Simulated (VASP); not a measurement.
# Sn (C2/m) in VASP: single point with PBE

Aim: the single point of Sn with PBE.

Program: VASP 6.6.1. These are calculated values, not measurements. Logs are shortened: lines on timing, memory, paths and dates and some standing lists are left out, and cuts for length are marked.

### Step 1. The cell of the first run

The structure is monoclinic, space group C2/m (No. 12). The conventional cell has a = 7.950 Å, b = 4.590 Å, c = 4.590 Å, α = 90.00°, β = 125.26°, γ = 90.00°. Sn (site symmetry m) has 4 Sn at 2.48 to 3.17 Å within 3.3 Å.

### Step 2. Single point, PBE (atom 1 (Sn) moved by (-0.300, -0.300) A along x and z)

INCAR

```
PREC = Accurate ; ENCUT = 520
EDIFF = 1E-6 ; ISMEAR = 0
SIGMA = 0.15 ; LREAL = False
LASPH = True ; NELM = 60
ALGO = Fast ; ISIF = 2
LWAVE = False ; LCHARG = True
GGA = PE ; LELF = True
LVHAR = True ; NBANDS = 21
```

KPOINTS

```
Automatic mesh
0
Gamma
  12 12 12
```

POSCAR

```
Sn
1.0
    0.0000000000      3.2456000000      3.2456000000
    3.2456000000      0.0000000000      3.2456000000
    3.2456000000      3.2456000000      0.0000000000
Sn
2
Direct
    0.5000000000      0.4075671679      0.5000000000
    0.7500000000      0.7500000000      0.7500000000
```

Potentials or basis: VASP PAW PBE potentials, release 64 (Sn_d).

Command:

```
$ cat potpaw_PBE.64/Sn_d/POTCAR > POTCAR
$ mpirun -np 1 vasp_std > vasp.out
```

OUTCAR:

```text
PREC = Accurate
   ENCUT = 520
   EDIFF = 1E-6
   ISMEAR = 0
   LREAL = False
   LASPH = True
   NELM = 60
   ISIF = 2
   GGA = PE

 ion  position               nearest neighbor table
   1  0.500  0.408  0.500-   2 2.48   2 2.84   2 2.84   2 3.17
   2  0.750  0.750  0.750-   1 2.48   1 2.84   1 2.84   1 3.17

  LATTYP: Found a face centered cubic cell.
 ALAT       =     6.4912000000

  Lattice vectors:

 A1 = (   0.0000000000,   3.2456000000,   3.2456000000)
 A2 = (   3.2456000000,   0.0000000000,   3.2456000000)
 A3 = (   3.2456000000,   3.2456000000,   0.0000000000)

Analysis of symmetry for initial positions (statically):
=====================================================================
 Subroutine PRICEL returns:
 Original cell was already a primitive cell.

 Routine SETGRP: Setting up the symmetry group for a
 face centered cubic supercell.

 Subroutine GETGRP returns: Found  4 space group operations
 (whereof  2 operations were pure point group operations)
 out of a pool of 48 trial point group operations.

The static configuration has the point symmetry C_1h.
 The point group associated with its full space group is C_2h.

Analysis of symmetry for dynamics (positions and initial velocities):
=====================================================================
 Subroutine PRICEL returns:
 Original cell was already a primitive cell.

 Routine SETGRP: Setting up the symmetry group for a
 face centered cubic supercell.

 Subroutine GETGRP returns: Found  4 space group operations
 (whereof  2 operations were pure point group operations)
 out of a pool of 48 trial point group operations.

The dynamic configuration has the point symmetry C_1h.
 The point group associated with its full space group is C_2h.

 Subroutine INISYM returns: Found  4 space group operations
 (whereof  2 operations are pure point group operations),
 and found     1 'primitive' translations

----------------------------------------------------------------------------------------

                                     Primitive cell

  volume of cell :      68.3778

  direct lattice vectors                    reciprocal lattice vectors
     0.000000000  3.245600000  3.245600000    -0.154054720  0.154054720  0.154054720
     3.245600000  0.000000000  3.245600000     0.154054720 -0.154054720  0.154054720
     3.245600000  3.245600000  0.000000000     0.154054720  0.154054720 -0.154054720

  length of vectors
     4.589971538  4.589971538  4.589971538     0.266830603  0.266830603  0.266830603

  position of ions in fractional coordinates (direct lattice)
     0.500000000  0.407567168  0.500000000
     0.750000000  0.750000000  0.750000000

  ion indices of the primitive-cell ions
   primitive index   ion index
                 1           1
                 2           2

----------------------------------------------------------------------------------------

 KPOINTS: Automatic mesh

Automatic generation of k-mesh.
 Grid dimensions read from file:
 generate k-points for:   12   12   12

 Generating k-lattice:

  Cartesian coordinates                     Fractional coordinates (reciprocal lattice)
    -0.012837893  0.012837893  0.012837893     0.083333333  0.000000000  0.000000000
     0.012837893 -0.012837893  0.012837893     0.000000000  0.083333333  0.000000000
     0.012837893  0.012837893 -0.012837893     0.000000000  0.000000000  0.083333333

  Length of vectors
     0.022235884  0.022235884  0.022235884

  Shift w.r.t. Gamma in fractional coordinates (k-lattice)
     0.000000000  0.000000000  0.000000000

 Subroutine IBZKPT returns following result:
 ===========================================

 Found    476 irreducible k-points:

 Following reciprocal coordinates:
            Coordinates               Weight
  0.000000  0.000000  0.000000      1.000000
  0.083333  0.000000  0.000000      4.000000
  0.000000  0.083333  0.000000      2.000000
  0.083333  0.083333  0.083333      2.000000
  0.166667  0.000000  0.000000      4.000000
  0.000000  0.166667  0.000000      2.000000
[... 16 lines left out ...]
  0.000000  0.166667  0.083333      4.000000
  0.083333  0.000000  0.166667      4.000000
 [... further k-points ...]
   k-points           NKPTS =    476   k-points in BZ     NKDIM =    476   number of bands    NBANDS=     21
   number of dos      NEDOS =    301   number of ions     NIONS =      2
   total plane-waves  NPLWV =  46656
   dimension x,y,z NGX =    36 NGY =   36 NGZ =   36
   dimension x,y,z NGXF=    72 NGYF=   72 NGZF=   72
   ions per type =               2
   NGX,Y,Z   is equivalent  to a cutoff of  13.04, 13.04, 13.04 a.u.
   NGXF,Y,Z  is equivalent  to a cutoff of  26.08, 26.08, 26.08 a.u.
 SYSTEM =  unknown system
   PREC   = accura    normal or accurate (medium, high low for compatibility)
   ISTART =      0    job   : 0-new  1-cont  2-samecut
   ICHARG =      2    charge: 1-file 2-atom 10-const
   ISPIN  =      1    spin polarized calculation?
   LNONCOLLINEAR =      F non collinear calculations
   LSORBIT =      F    spin-orbit coupling
   LASPH  =      T    aspherical Exc in radial PAW
   ENCUT  =  520.0 eV  38.22 Ry    6.18 a.u.   8.53  8.53  8.53*2*pi/ulx,y,z
   NELM   =     60;   NELMIN=  2; NELMDL= -5     # of ELM steps
   EDIFF  = 0.1E-05   stopping-criterion for ELM
   LREAL  =      F    real-space projection
   EDIFFG = 0.1E-04   stopping-criterion for IOM
   NSW    =      0    number of steps for IOM
   IBRION =     -1    ionic relax: 0-MD 1-quasi-New 2-CG
   NFREE  =      0    steps in history (QN), initial steepest desc. (CG)
   ISIF   =      2    stress and relaxation
   ISYM   =      2    0-nonsym 1-usesym 2-fastsym
   POTIM  = 0.5000    time-step for ionic-motion
   TEBEG  =    0.0;   TEEND  =   0.0 temperature during run
   PSTRESS=    0.0 pullay stress
   NELECT =      28.0000    total number of electrons
   NUPDOWN=      -1.0000    fix difference up-down
   EMIN   =  10.00;   EMAX   =-10.00  energy-range for DOS
   EFERMI =   0.00;   METHOD = LEGACY
   ISMEAR =     0;   SIGMA  =   0.15  broadening in eV -4-tet -1-fermi 0-gaus
   EFERMI_NEDOS =   21; number of points for ismear=-14 and -15
   IALGO  =     68    algorithm
   IMIX   =      4    mixing-type and parameters
     AMIX     =   0.40;   BMIX     =  1.00
     AMIX_MAG =   1.60;   BMIX_MAG =  1.00
  volume/ion in A,a.u.               =      34.19       230.72
  Fermi-wavevector in a.u.,A,eV,Ry     =   1.215689  2.297319 20.108049  1.477900
  Thomas-Fermi vector in A             =   2.351068
   LORBIT       =      0    0 simple, 1 ext, 2 COOP (PROOUT), +10 PAW based schemes
   GGA     = PE    functional components
   LHFCALC =     F    Hartree Fock is set to
   AEXX    =    0.0000 exact exchange contribution
   IVDW    =     0    specifies the selected vdW correction
   LEPSILON=     F    determine dielectric tensor
   LRPA    =     F    only Hartree local field effects (RPA)
 non-spin polarized calculation
 RMM-DIIS sequential band-by-band and
 Gauss-broadening in eV      SIGMA  =   0.15
  energy-cutoff  :      520.00
  volume of cell :       68.38
 maximum number of plane-waves:      1868
 NGX is ok and might be reduce to    36
   NGX = 17   NGY = 17   NGZ = 17

 number of electron      28.0000000 magnetization

 Free energy of the ion-electron system (eV)
  ---------------------------------------------------
  ext. energy  EPLUGINS =         0.00000000
  ---------------------------------------------------
  free energy    TOTEN  =        -6.89290995 eV

  energy without entropy =       -6.88848450  energy(sigma->0) =       -6.89069722

 E-fermi :   5.8214     XC(G=0):  -8.8939

 val. band max:        5.8145816573   @ k =  -0.0833   0.0833  -0.1667
 cond. band min:       5.8264293553   @ k =  -0.2500  -0.3333  -0.2500
 fundamental gap:      0.0118476980
 Fermi energy:         5.8213904181

 k-point     1 :       0.0000    0.0000    0.0000
  band No.  band energies     occupation
      1     -16.4995      2.00000
      2     -16.2049      2.00000
      3     -16.1550      2.00000
      4     -16.1189      2.00000
      5     -16.0986      2.00000
      6     -15.8751      2.00000
[... 13 lines left out ...]
     20      13.4007      0.00000
     21      13.6165      0.00000

 k-point     2 :       0.0833    0.0000    0.0000
  band No.  band energies     occupation
      1     -16.5033      2.00000
      2     -16.2048      2.00000
      3     -16.1697      2.00000
      4     -16.1090      2.00000
      5     -16.0930      2.00000
      6     -15.8782      2.00000
[... 13 lines left out ...]
     20      12.8750      0.00000
     21      13.0758      0.00000

 k-point     3 :       0.0000    0.0833    0.0000
  band No.  band energies     occupation
      1     -16.5057      2.00000
      2     -16.2111      2.00000
      3     -16.1959      2.00000
      4     -16.0863      2.00000
      5     -16.0802      2.00000
      6     -15.8934      2.00000
[... 13 lines left out ...]
     20      12.7439      0.00000
     21      12.9083      0.00000

 k-point     4 :       0.0833    0.0833    0.0833
  band No.  band energies     occupation
      1     -16.4993      2.00000
      2     -16.2039      2.00000
      3     -16.1545      2.00000
      4     -16.1185      2.00000
      5     -16.0944      2.00000
      6     -15.8744      2.00000
[... 13 lines left out ...]
     20      13.1043      0.00000
     21      13.1608      0.00000

 k-point     5 :       0.1667    0.0000    0.0000
  band No.  band energies     occupation
      1     -16.5129      2.00000
      2     -16.2091      2.00000
      3     -16.1880      2.00000
      4     -16.1059      2.00000
      5     -16.0723      2.00000
      6     -15.8868      2.00000
[... 13 lines left out ...]
     20      12.4941      0.00000
     21      12.7009      0.00000
[... 382 lines left out ...]
     20      12.3019      0.00000
     21      13.6751      0.00000

 k-point    22 :       0.1667    0.0833    0.0000
  band No.  band energies     occupation
      1     -16.5073      2.00000
      2     -16.1996      2.00000
      3     -16.1651      2.00000
      4     -16.1175      2.00000
      5     -16.0907      2.00000
      6     -15.8735      2.00000
[... 13 lines left out ...]
     20      12.1942      0.00000
     21      13.2969      0.00000

 k-point    23 :       0.0000    0.1667    0.0833
  band No.  band energies     occupation
      1     -16.5135      2.00000
      2     -16.2265      2.00000
      3     -16.2125      2.00000
      4     -16.0723      2.00000
      5     -16.0537      2.00000
      6     -15.9120      2.00000
[... 13 lines left out ...]
     20      12.1011      0.00000
     21      13.0029      0.00000

 k-point    24 :       0.0833    0.0000    0.1667
  band No.  band energies     occupation
      1     -16.5154      2.00000
      2     -16.2195      2.00000
      3     -16.2072      2.00000
      4     -16.0793      2.00000
      5     -16.0610      2.00000
      6     -15.8952      2.00000
[... 13 lines left out ...]
     20      11.9721      0.00000
     21      13.3035      0.00000

 [... further k-points ...]

------------------------ aborting loop because EDIFF is reached ----------------------------------------

  FORCE on cell =-STRESS in cart. coord.  units (eV):
  Direction    XX          YY          ZZ          XY          YZ          ZX
  --------------------------------------------------------------------------------------
  -------------------------------------------------------------------------------------
  Total        2.2654894      3.5897171      2.2654894     -3.2946794     -3.2946797      1.4705609
  in kB       53.0832663     84.1115866     53.0832663    -77.1984829    -77.1984891     34.4570910
  external PRESSURE =      63.4260397 kB  Pullay stress =       0.0000000 kB

 VOLUME and BASIS-vectors are now :
 -----------------------------------------------------------------------------
  energy-cutoff  :      520.00
  volume of cell :       68.38
      direct lattice vectors                 reciprocal lattice vectors
     0.000000000  3.245600000  3.245600000    -0.154054720  0.154054720  0.154054720
     3.245600000  0.000000000  3.245600000     0.154054720 -0.154054720  0.154054720
     3.245600000  3.245600000  0.000000000     0.154054720  0.154054720 -0.154054720

 POSITION                                       TOTAL-FORCE (eV/Angst)
 -----------------------------------------------------------------------------------
      2.94560      3.24560      2.94560         2.563804     -1.869361      2.563804
      4.86840      4.86840      4.86840        -2.563804      1.869361     -2.563804
 -----------------------------------------------------------------------------------
    total drift:                                0.000028      0.000001      0.000028

  FREE ENERGIE OF THE ION-ELECTRON SYSTEM (eV)
  ---------------------------------------------------
  free  energy   TOTEN  =        -6.8929099464 eV

  energy  without entropy=       -6.8884844996  energy(sigma->0) =       -6.89069722
```

Run time: 4.5 min. Hardware: 1 thread of Intel Xeon 6975P-C (Granite Rapids), shared host; peak memory 0.61 GiB.

Results:

* Free energy: -6.8929 eV
* Pressure: 6.3 GPa
* Largest force: 4.079 eV/Å
* Band gap on the k mesh: zero (bands 14 and 15 overlap by 1.42 eV)

Forces in eV/Å, atoms in the order of the input:
```
Sn   2.564 -1.869  2.564
Sn  -2.564  1.869 -2.564
```

Stress tensor (GPa, compression positive):
```
 5.31 -7.72  3.45
-7.72  8.41 -7.72
 3.45 -7.72  5.31
```

Caveat: the cell differs from its parent crystal (atom 1 (Sn) moved by (-0.300, -0.300) A along x and z); the cell stands under pressure; spin-orbit coupling is left out, which moves the levels of the heavy elements; forces of over 1 eV/Å act on the atoms, so gaps and moduli don't describe the material at rest.
